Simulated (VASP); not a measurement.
Set up this calculation in VASP 6.6.1, as the native input.

* Task: single point
* Functional: PBE
* Potentials or basis: VASP PAW PBE potentials, release 64 (Al, Cl)
* Cutoff: 520 eV
* k mesh: 9 × 9 × 1
* Occupations: gaussian, width 0.1 eV
* Spin: no spin polarisation
* Dipole correction: yes
* Further INCAR settings: ALGO = Normal; EDIFF = 1e-07; NBANDS = 16

The structure of Al3Cl lies in POSCAR:

```
Al3Cl
1.0
    2.8567582918      0.0000000000      0.0000000000
   -1.4283791459      2.4740252532      0.0000000000
    0.0000000000      0.0000000000     20.1013782055
Al Cl
3 1
Direct
    0.6666666667      0.3333333333      0.1989913308
    0.3333333333      0.6666666667      0.3134471548
    0.0000000000      0.0000000000      0.4278999240
    0.5000000000      0.3333333333      0.5187500105
```

One way to write it, as run:

INCAR

```
SYSTEM = Al3Cl
PREC = Accurate
ENCUT = 520
EDIFF = 1E-7
ISMEAR = 0
SIGMA = 0.1
LREAL = .FALSE.
LASPH = .TRUE.
NELM = 100
ALGO = Normal
ISIF = 2
LWAVE = .FALSE.
LCHARG = .FALSE.
LDIPOL = .TRUE.
IDIPOL = 3
DIPOL = 0.5 0.5 0.365
GGA = PE
NBANDS = 16
```

KPOINTS

```
Automatic mesh
0
G
  9 9 1
  0 0 0
```

Potentials or basis: VASP PAW PBE potentials, release 64 (Al, Cl).

The run is started by

```console
$ cat potpaw_PBE.64/Al/POTCAR potpaw_PBE.64/Cl/POTCAR > POTCAR
$ mpirun -np 1 vasp_std > vasp.out
```

Results of the run:

```json
{
 "Largest force": "0.323 eV/Å",
 "Band gap on the k mesh": "zero (band 8 reaches 1.89 eV, above the bottom of band 9 at 0.38 eV)"
}
```

It took 72 s on 1 thread of Intel(R) Xeon(R) 6975P-C (Granite Rapids), with other jobs on the host, peak memory 0.3 GiB.
